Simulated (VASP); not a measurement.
Wanted: the native input for a VASP 6.6.1 run.

- Task: single point
- Functional: PBE exchange alone
- Potentials or basis: VASP PAW PBE potentials, release 64 (Mg)
- Cutoff: 520 eV
- k mesh: 11 × 11 × 11
- Occupations: fermi-dirac, width 0.025 eV
- Spin: no spin polarisation
- Dipole correction: no
- Further INCAR settings: ALGO = Fast; EDIFF = 1e-06; NBANDS = 7

The structure of Mg lies in POSCAR:

```
Mg
1.0
   -1.7727644967      1.7727644967      1.7727644967
    1.7727644967     -1.7727644967      1.7727644967
    1.7727644967      1.7727644967     -1.7727644967
Mg
1
Direct
    0.0000000000      0.0000000000      0.0000000000
```

This isn't the form of Mg at room conditions, which is hcp.

One way to write it, as run:

INCAR

```
SYSTEM = Mg
PREC     = Accurate       ! precision mode
ENCUT    = 520            ! plane-wave cutoff, eV
EDIFF    = 1E-6           ! SCF threshold, eV
ISMEAR   = -1             ! smearing method
SIGMA    = 0.025          ! smearing width, eV
LREAL    = .FALSE.        ! projectors in reciprocal space
LASPH    = .TRUE.         ! aspherical terms in the spheres
NELM     = 80             ! most SCF steps
ALGO     = Fast           ! electronic algorithm
ISIF     = 2              ! what is computed and relaxed
LWAVE    = .FALSE.        ! write WAVECAR
LCHARG   = .TRUE.         ! write CHGCAR
GGA      = PE             ! functional
ALDAC    = 0.0          
AGGAC    = 0.0          
LELF     = .TRUE.         ! ELF
LVHAR    = .TRUE.       
NBANDS   = 7              ! bands
```

KPOINTS

```
Automatic mesh
0
G
  11 11 11
  0 0 0
```

Potentials or basis: VASP PAW PBE potentials, release 64 (Mg).

The run is started by

```sh
$ cat potpaw_PBE.64/Mg/POTCAR > POTCAR
$ mpirun -np 1 vasp_std > vasp.out
```

It gave:

| Item | Value |
| --- | --- |
| Pressure | 5.0 GPa |
| Band gap on the k mesh | zero (bands 1 and 2 overlap by 3.08 eV) |

Caveat: the cell stands under pressure.

Run time: 7.9 s on 1 thread of Intel(R) Xeon(R) Platinum 8259CL CPU @ 2.50GHz (Skylake/Cascade Lake), with other jobs on the host, peak memory 0.14 GiB.
